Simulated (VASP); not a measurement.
# SiB6 (Pm-3m) in VASP: notebook

The runs below take SiB6 through single point, relaxation of cell and atoms, with PBE.

Everything below comes from runs of VASP 6.6.1. Logs are shortened: lines on timing, memory, paths and dates and some standing lists are left out, and cuts for length are marked.

## Step 1: The cell of the first run

The structure is cubic, space group Pm-3m (No. 221). Conventional cell: a = 4.130 Å, b = 4.130 Å, c = 4.130 Å, α = 90.00°, β = 90.00°, γ = 90.00°. Si (site symmetry m-3m) has 24 B at 3.05 Å and 6 Si at 4.13 Å within 4.2 Å. B (site symmetry 4mm) has 5 B at 1.69 to 1.73 Å within 2.3 Å.

## Step 2: Single point, PBE

INCAR

```
SYSTEM = SiB6
PREC = Accurate ; ENCUT = 520
EDIFF = 1E-6 ; ISMEAR = 0
SIGMA = 0.1 ; LREAL = .False.
LASPH = .True. ; NELM = 80
ALGO = Normal ; ISIF = 2
LWAVE = .False. ; LCHARG = .True.
GGA = PE ; LELF = .True.
LVHAR = .True. ; NBANDS = 20
```

KPOINTS

```
regular mesh
0
Gamma
  4 4 4
  0 0 0
```

POSCAR

```
SiB6
1.0
    4.1300001100      0.0000000000      0.0000000000
    0.0000000000      4.1300001100      0.0000000000
    0.0000000000      0.0000000000      4.1300001100
Si B
1 6
Direct
    0.0000000000      0.0000000000      0.0000000000
    0.2099999900      0.5000000000      0.5000000000
    0.5000000000      0.2099999900      0.5000000000
    0.7900000100      0.5000000000      0.5000000000
    0.5000000000      0.7900000100      0.5000000000
    0.5000000000      0.5000000000      0.2099999900
    0.5000000000      0.5000000000      0.7900000100
```

Potentials or basis: VASP PAW PBE potentials, release 64 (Si, B).

The run is started by

```sh
cat potpaw_PBE.64/Si/POTCAR potpaw_PBE.64/B/POTCAR > POTCAR
mpirun -np 1 vasp_std > vasp.out
```

OUTCAR:

```text
SYSTEM = SiB6
   PREC = Accurate
   ENCUT = 520
   EDIFF = 1E-6
   ISMEAR = 0
   LREAL = .False.
   LASPH = .True.
   NELM = 80
   ISIF = 2
   GGA = PE

 ion  position               nearest neighbor table
   1  0.000  0.000  0.000-
   2  0.210  0.500  0.500-   3 1.69   5 1.69   6 1.69   7 1.69   4 1.73
   3  0.500  0.210  0.500-   2 1.69   4 1.69   6 1.69   7 1.69   5 1.73
   4  0.790  0.500  0.500-   3 1.69   5 1.69   6 1.69   7 1.69   2 1.73
   5  0.500  0.790  0.500-   2 1.69   4 1.69   6 1.69   7 1.69   3 1.73
   6  0.500  0.500  0.210-   2 1.69   3 1.69   4 1.69   5 1.69   7 1.73
   7  0.500  0.500  0.790-   2 1.69   3 1.69   4 1.69   5 1.69   6 1.73

  LATTYP: Found a simple cubic cell.
 ALAT       =     4.1300001100

  Lattice vectors:

 A1 = (   4.1300001100,   0.0000000000,   0.0000000000)
 A2 = (   0.0000000000,   4.1300001100,   0.0000000000)
 A3 = (   0.0000000000,   0.0000000000,   4.1300001100)

Analysis of symmetry for initial positions (statically):
=====================================================================
 Subroutine PRICEL returns:
 Original cell was already a primitive cell.

 Routine SETGRP: Setting up the symmetry group for a
 simple cubic supercell.

 Subroutine GETGRP returns: Found 48 space group operations
 (whereof 48 operations were pure point group operations)
 out of a pool of 48 trial point group operations.

The static configuration has the point symmetry O_h .

Analysis of symmetry for dynamics (positions and initial velocities):
=====================================================================
 Subroutine PRICEL returns:
 Original cell was already a primitive cell.

 Routine SETGRP: Setting up the symmetry group for a
 simple cubic supercell.

 Subroutine GETGRP returns: Found 48 space group operations
 (whereof 48 operations were pure point group operations)
 out of a pool of 48 trial point group operations.

The dynamic configuration has the point symmetry O_h .

 Subroutine INISYM returns: Found 48 space group operations
 (whereof 48 operations are pure point group operations),
 and found     1 'primitive' translations

----------------------------------------------------------------------------------------

                                     Primitive cell

  volume of cell :      70.4450

  direct lattice vectors                    reciprocal lattice vectors
     4.130000110  0.000000000  0.000000000     0.242130744  0.000000000  0.000000000
     0.000000000  4.130000110  0.000000000     0.000000000  0.242130744  0.000000000
     0.000000000  0.000000000  4.130000110     0.000000000  0.000000000  0.242130744

  length of vectors
     4.130000110  4.130000110  4.130000110     0.242130744  0.242130744  0.242130744

  position of ions in fractional coordinates (direct lattice)
     0.000000000  0.000000000  0.000000000
     0.209999990  0.500000000  0.500000000
     0.500000000  0.209999990  0.500000000
     0.790000010  0.500000000  0.500000000
     0.500000000  0.790000010  0.500000000
     0.500000000  0.500000000  0.209999990
     0.500000000  0.500000000  0.790000010

  ion indices of the primitive-cell ions
   primitive index   ion index
                 1           1
                 2           2
                 3           3
                 4           4
                 5           5
                 6           6
                 7           7

----------------------------------------------------------------------------------------

 KPOINTS: regular mesh

Automatic generation of k-mesh.
 Grid dimensions read from file:
 generate k-points for:    4    4    4

 Generating k-lattice:

  Cartesian coordinates                     Fractional coordinates (reciprocal lattice)
     0.060532686  0.000000000  0.000000000     0.250000000  0.000000000  0.000000000
     0.000000000  0.060532686  0.000000000     0.000000000  0.250000000  0.000000000
     0.000000000  0.000000000  0.060532686     0.000000000  0.000000000  0.250000000

  Length of vectors
     0.060532686  0.060532686  0.060532686

  Shift w.r.t. Gamma in fractional coordinates (k-lattice)
     0.000000000  0.000000000  0.000000000

 Subroutine IBZKPT returns following result:
 ===========================================

 Found     10 irreducible k-points:

 Following reciprocal coordinates:
            Coordinates               Weight
  0.000000  0.000000  0.000000      1.000000
  0.250000  0.000000  0.000000      6.000000
  0.500000  0.000000  0.000000      3.000000
  0.250000  0.250000  0.000000     12.000000
  0.500000  0.250000  0.000000     12.000000
  0.500000  0.500000  0.000000      3.000000
  0.250000  0.250000  0.250000      8.000000
  0.500000  0.250000  0.250000     12.000000
  0.500000  0.500000  0.250000      6.000000
  0.500000  0.500000  0.500000      1.000000
   k-points           NKPTS =     10   k-points in BZ     NKDIM =     10   number of bands    NBANDS=     20
   number of dos      NEDOS =    301   number of ions     NIONS =      7
   total plane-waves  NPLWV =  32768
   dimension x,y,z NGX =    32 NGY =   32 NGZ =   32
   dimension x,y,z NGXF=    64 NGYF=   64 NGZF=   64
   ions per type =               1   6
   NGX,Y,Z   is equivalent  to a cutoff of  12.88, 12.88, 12.88 a.u.
   NGXF,Y,Z  is equivalent  to a cutoff of  25.76, 25.76, 25.76 a.u.
 SYSTEM =  SiB6
   PREC   = accura    normal or accurate (medium, high low for compatibility)
   ISTART =      0    job   : 0-new  1-cont  2-samecut
   ICHARG =      2    charge: 1-file 2-atom 10-const
   ISPIN  =      1    spin polarized calculation?
   LNONCOLLINEAR =      F non collinear calculations
   LSORBIT =      F    spin-orbit coupling
   LASPH  =      T    aspherical Exc in radial PAW
   ENCUT  =  520.0 eV  38.22 Ry    6.18 a.u.   7.68  7.68  7.68*2*pi/ulx,y,z
   NELM   =     80;   NELMIN=  2; NELMDL= -5     # of ELM steps
   EDIFF  = 0.1E-05   stopping-criterion for ELM
   LREAL  =      F    real-space projection
   EDIFFG = 0.1E-04   stopping-criterion for IOM
   NSW    =      0    number of steps for IOM
   IBRION =     -1    ionic relax: 0-MD 1-quasi-New 2-CG
   NFREE  =      0    steps in history (QN), initial steepest desc. (CG)
   ISIF   =      2    stress and relaxation
   ISYM   =      2    0-nonsym 1-usesym 2-fastsym
   POTIM  = 0.5000    time-step for ionic-motion
   TEBEG  =    0.0;   TEEND  =   0.0 temperature during run
   PSTRESS=    0.0 pullay stress
   NELECT =      22.0000    total number of electrons
   NUPDOWN=      -1.0000    fix difference up-down
   EMIN   =  10.00;   EMAX   =-10.00  energy-range for DOS
   EFERMI =   0.00;   METHOD = LEGACY
   ISMEAR =     0;   SIGMA  =   0.10  broadening in eV -4-tet -1-fermi 0-gaus
   EFERMI_NEDOS =   21; number of points for ismear=-14 and -15
   IALGO  =     38    algorithm
   IMIX   =      4    mixing-type and parameters
     AMIX     =   0.40;   BMIX     =  1.00
     AMIX_MAG =   1.60;   BMIX_MAG =  1.00
  volume/ion in A,a.u.               =      10.06        67.91
  Fermi-wavevector in a.u.,A,eV,Ry     =   1.110706  2.098929 16.785060  1.233667
  Thomas-Fermi vector in A             =   2.247260
   LORBIT       =      0    0 simple, 1 ext, 2 COOP (PROOUT), +10 PAW based schemes
   GGA     = PE    functional components
   LHFCALC =     F    Hartree Fock is set to
   AEXX    =    0.0000 exact exchange contribution
   IVDW    =     0    specifies the selected vdW correction
   LEPSILON=     F    determine dielectric tensor
   LRPA    =     F    only Hartree local field effects (RPA)
 non-spin polarized calculation
 Gauss-broadening in eV      SIGMA  =   0.10
  energy-cutoff  :      520.00
  volume of cell :       70.45
 maximum number of plane-waves:      1924
 NGX is ok and might be reduce to    32
   NGX = 15   NGY = 15   NGZ = 15

 number of electron      22.0000000 magnetization

 Free energy of the ion-electron system (eV)
  ---------------------------------------------------
  ext. energy  EPLUGINS =         0.00000000
  ---------------------------------------------------
  free energy    TOTEN  =       -42.07440261 eV

  energy without entropy =      -42.07429712  energy(sigma->0) =      -42.07434987

 E-fermi :   4.9985     XC(G=0): -10.5170

 val. band max:        4.7995096489   @ k =   0.5000   0.0000   0.0000
 cond. band min:       5.2124605286   @ k =   0.5000   0.5000   0.0000
 fundamental gap:      0.4129508796
 Fermi energy:         4.9984562591

 k-point     1 :       0.0000    0.0000    0.0000
  band No.  band energies     occupation
      1     -10.1174      2.00000
      2      -3.9960      2.00000
      3      -2.0575      2.00000
      4      -2.0575      2.00000
      5      -2.0575      2.00000
      6       0.3271      2.00000
[... 12 lines left out ...]
     19      11.7494      0.00000
     20      16.0902      0.00000

 k-point     2 :       0.2500    0.0000    0.0000
  band No.  band energies     occupation
      1      -9.9450      2.00000
      2      -4.7958      2.00000
      3      -2.0429      2.00000
      4      -1.7598      2.00000
      5      -1.7598      2.00000
      6       0.4865      2.00000
[... 12 lines left out ...]
     19      13.9367      0.00000
     20      14.2245      0.00000

 k-point     3 :       0.5000    0.0000    0.0000
  band No.  band energies     occupation
      1      -9.7416      2.00000
      2      -5.5019      2.00000
      3      -1.6403      2.00000
      4      -1.3482      2.00000
      5      -1.3482      2.00000
      6      -0.0493      2.00000
[... 12 lines left out ...]
     19      13.7320      0.00000
     20      14.1358      0.00000

 k-point     4 :       0.2500    0.2500    0.0000
  band No.  band energies     occupation
      1      -9.7947      2.00000
      2      -4.7426      2.00000
      3      -3.3699      2.00000
      4      -1.4705      2.00000
      5      -0.8815      2.00000
      6      -0.3418      2.00000
[... 12 lines left out ...]
     19      13.3031      0.00000
     20      13.9184      0.00000

 k-point     5 :       0.5000    0.2500    0.0000
  band No.  band energies     occupation
      1      -9.6221      2.00000
      2      -5.0588      2.00000
      3      -3.3048      2.00000
      4      -1.5695      2.00000
      5      -1.0751      2.00000
      6      -0.4682      2.00000
[... 12 lines left out ...]
     19      14.2306      0.00000
     20      14.8286      0.00000

 k-point     6 :       0.5000    0.5000    0.0000
  band No.  band energies     occupation
      1      -9.4891      2.00000
      2      -4.0940      2.00000
      3      -4.0940      2.00000
      4      -3.2179      2.00000
      5      -0.7086      2.00000
      6      -0.2369      2.00000
[... 12 lines left out ...]
     19      13.4572      0.00000
     20      14.3092      0.00000

 k-point     7 :       0.2500    0.2500    0.2500
  band No.  band energies     occupation
      1      -9.6623      2.00000
      2      -4.5567      2.00000
      3      -3.0641      2.00000
      4      -3.0641      2.00000
      5      -0.8353      2.00000
      6       1.0068      2.00000
[... 12 lines left out ...]
     19      14.1824      0.00000
     20      14.1824      0.00000

 k-point     8 :       0.5000    0.2500    0.2500
  band No.  band energies     occupation
      1      -9.5134      2.00000
      2      -4.6346      2.00000
      3      -3.2416      2.00000
      4      -2.6343      2.00000
      5      -1.7422      2.00000
      6       0.4208      2.00000
[... 12 lines left out ...]
     19      13.5508      0.00000
     20      15.1097      0.00000

 k-point     9 :       0.5000    0.5000    0.2500
  band No.  band energies     occupation
      1      -9.3938      2.00000
      2      -3.7770      2.00000
      3      -3.7770      2.00000
      4      -2.7830      2.00000
      5      -2.5390      2.00000
      6       0.8109      2.00000
[... 12 lines left out ...]
     19      14.0490      0.00000
     20      14.9064      0.00000

 k-point    10 :       0.5000    0.5000    0.5000
  band No.  band energies     occupation
      1      -9.2903      2.00000
      2      -3.3215      2.00000
      3      -3.3215      2.00000
      4      -3.3215      2.00000
      5      -1.9723      2.00000
      6      -0.4177      2.00000
[... 12 lines left out ...]
     19      13.9363      0.00000
     20      13.9363      0.00000

------------------------ aborting loop because EDIFF is reached ----------------------------------------

  FORCE on cell =-STRESS in cart. coord.  units (eV):
  Direction    XX          YY          ZZ          XY          YZ          ZX
  --------------------------------------------------------------------------------------
  -------------------------------------------------------------------------------------
  Total        1.7283196      1.7283196      1.7283196      0.0000000      0.0000000      0.0000000
  in kB       39.3083177     39.3083177     39.3083177      0.0000000      0.0000000      0.0000000
  external PRESSURE =      39.3083177 kB  Pullay stress =       0.0000000 kB

 VOLUME and BASIS-vectors are now :
 -----------------------------------------------------------------------------
  energy-cutoff  :      520.00
  volume of cell :       70.45
      direct lattice vectors                 reciprocal lattice vectors
     4.130000110  0.000000000  0.000000000     0.242130744  0.000000000  0.000000000
     0.000000000  4.130000110  0.000000000     0.000000000  0.242130744  0.000000000
     0.000000000  0.000000000  4.130000110     0.000000000  0.000000000  0.242130744

 POSITION                                       TOTAL-FORCE (eV/Angst)
 -----------------------------------------------------------------------------------
      0.00000      0.00000      0.00000        -0.000000     -0.000000      0.000000
      0.86730      2.06500      2.06500        -2.632319     -0.000000      0.000000
      2.06500      0.86730      2.06500        -0.000000     -2.632319     -0.000000
      3.26270      2.06500      2.06500         2.632319      0.000000     -0.000000
      2.06500      3.26270      2.06500         0.000000      2.632319      0.000000
      2.06500      2.06500      0.86730        -0.000000     -0.000000     -2.632319
      2.06500      2.06500      3.26270         0.000000      0.000000      2.632319
 -----------------------------------------------------------------------------------
    total drift:                               -0.000000     -0.000000     -0.000000

  FREE ENERGIE OF THE ION-ELECTRON SYSTEM (eV)
  ---------------------------------------------------
  free  energy   TOTEN  =       -42.0744026057 eV

  energy  without entropy=      -42.0742971245  energy(sigma->0) =      -42.07434987
```

It took 21 s on 1 thread of Intel Xeon 8259CL, shared host; peak memory 0.17 GiB.

Results:

- Free energy: -42.0744 eV
- Pressure: 3.9 GPa
- Largest force: 2.632 eV/Å
- Band gap on the k mesh: 0.41 eV (least direct gap 1.41 eV)

Forces on the atoms (eV/Å):
```
Si   0.000  0.000  0.000
B   -2.632  0.000  0.000
B    0.000 -2.632  0.000
B    2.632  0.000  0.000
B    0.000  2.632  0.000
B    0.000  0.000 -2.632
B    0.000  0.000  2.632
```

Levels at points of the mesh, in eV from the valence-band top:
| k point | band 8 | band 9 | band 10 | band 11 | band 12 | band 13 | band 14 | band 15 |
| --- | --- | --- | --- | --- | --- | --- | --- | --- |
| (0.00, 0.00, 0.00) | -3.16 | -0.19 | -0.19 | -0.19 | 1.45 | 1.45 | 1.45 | 3.66 |
| (0.50, 0.00, 0.00) | -2.98 | -2.98 | -1.29 | 0.00 | 1.41 | 2.11 | 2.69 | 2.69 |
| (0.50, 0.50, 0.00) | -2.25 | -1.77 | -1.07 | -1.07 | 0.41 | 0.41 | 0.65 | 6.51 |
| (0.50, 0.50, 0.50) | -5.22 | -0.80 | -0.80 | -0.80 | 3.26 | 3.26 | 3.26 | 5.21 |

Caveat: the cell stands under pressure; forces of over 1 eV/Å act on the atoms, so gaps and moduli don't describe the material at rest.

(Continued in part 2 of 2.)
